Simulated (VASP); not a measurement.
Here is a VASP 6.6.1 calculation.

File INCAR:

```
SYSTEM = MgBe2Te3
  ALGO = Normal
  EDIFF = 1E-6
  EDIFFG = -0.005
  ENCUT = 600
  GGA = PE
  IBRION = 2
  ISIF = 3
  ISMEAR = -1
  LASPH = .True.
  LCHARG = .False.
  LREAL = .False.
  LWAVE = .False.
  NELM = 60
  NSW = 80
  PREC = Accurate
  SIGMA = 0.02
```

File KPOINTS:

```
k-points
0
Gamma
  6 6 4
  0 0 0
```

File POSCAR:

```
MgBe2Te3
1.0
    3.9755218525      0.0000000000      0.0000000000
   -1.9877609263      3.4429029176      0.0000000000
    0.0000000000      0.0000000000      9.7380000000
Be Mg Te
2 1 3
Direct
    0.0000000000      0.0000000000      0.0000000000
    0.6666666667      0.3333333333      0.6666666667
    0.3333333333      0.6666666667      0.3333333333
    0.6666666667      0.3333333333      0.9166666667
    0.3333333333      0.6666666667      0.5833333333
    0.0000000000      0.0000000000      0.2500000000
```

Potentials or basis: VASP PAW PBE potentials, release 64 (Be, Mg, Te).

The run is started by

```bash
$ cat potpaw_PBE.64/Be/POTCAR potpaw_PBE.64/Mg/POTCAR potpaw_PBE.64/Te/POTCAR > POTCAR
$ mpirun -np 1 vasp_std > vasp.out
```

Problem. Estimate the band gap on the k mesh.

Solution. 1.89 eV (least direct gap 2.35 eV).

Problem. Predict the relaxed volume.

Solution. 26.35 Å³/atom.

Problem. What does it give for the relaxed cell?

Solution. a = 4.171 Å, b = 4.171 Å, c = 10.493 Å, α = 90.00°, β = 90.00°, γ = 120.00°.

Problem. What does it give for the space group after relaxing (to 0.1 Å)?

Solution. P3m1 (No. 156).

Forces on the atoms (eV/Å):
```
Be   0.000  0.000  0.002
Be   0.000  0.000  0.001
Mg   0.000  0.000 -0.004
Te   0.000  0.000  0.000
Te   0.000  0.000  0.001
Te   0.000  0.000  0.000
```

Caveat: the volume moved by over 15 % at a fixed basis, so the end points are rough; spin-orbit coupling is left out, which moves the levels of the heavy elements. A k mesh can miss the band edges.
